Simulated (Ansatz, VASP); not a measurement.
# CdCu3Mo: VASP beside Ansatz

```
Cd Cu Mo
1.0
     2.73312    0.01824   -0.17450
     0.01853    2.73266    0.17361
    -0.73973    0.74075    9.74406
Cd Cu Mo
1 3 1
Direct
  0.60340 0.39672 0.31775
  0.21133 0.78846 0.53510
  0.79600 0.20392 0.70518
  0.99470 0.00545 0.09951
  0.39457 0.60544 0.90055
```

Change from the starting cell: cell x1, atoms moved at random (sigma 0.05 Å) and cell strained at random (1.5 %), then relaxed without symmetry.

Alike in both runs: functional PBE; k mesh 8 × 8 × 2; occupations gaussian, width 0.2 eV; no spin polarisation.

Ansatz relaxed the structure, and its values are those at the end. VASP's run is a single point on that final structure, the one shown.

|  | VASP | Ansatz |
| --- | --- | --- |
| version | VASP 6.6.1 | Ansatz 0.2.0 |
| potentials or method | VASP PAW PBE potentials, release 64 (Cd, Cu, Mo_sv), cutoff 520 eV | scalar-relativistic, plane waves, PAW |
| valence electrons in the cell | 59 | 91 |

```csv
,VASP,Ansatz,Ansatz less VASP
gap on the k mesh at the Fermi level (eV),none,none,-
pressure (GPa),0.5,0.0,-0.52
rms of the force components (eV/Å),0.004,0.002,-0.0024
```

A gap of «none» marks a metal or a gap that the smearing closes. VASP's potentials hold 59 valence electrons a cell and Ansatz's 91, so a difference there can come from the potentials and not from the codes.
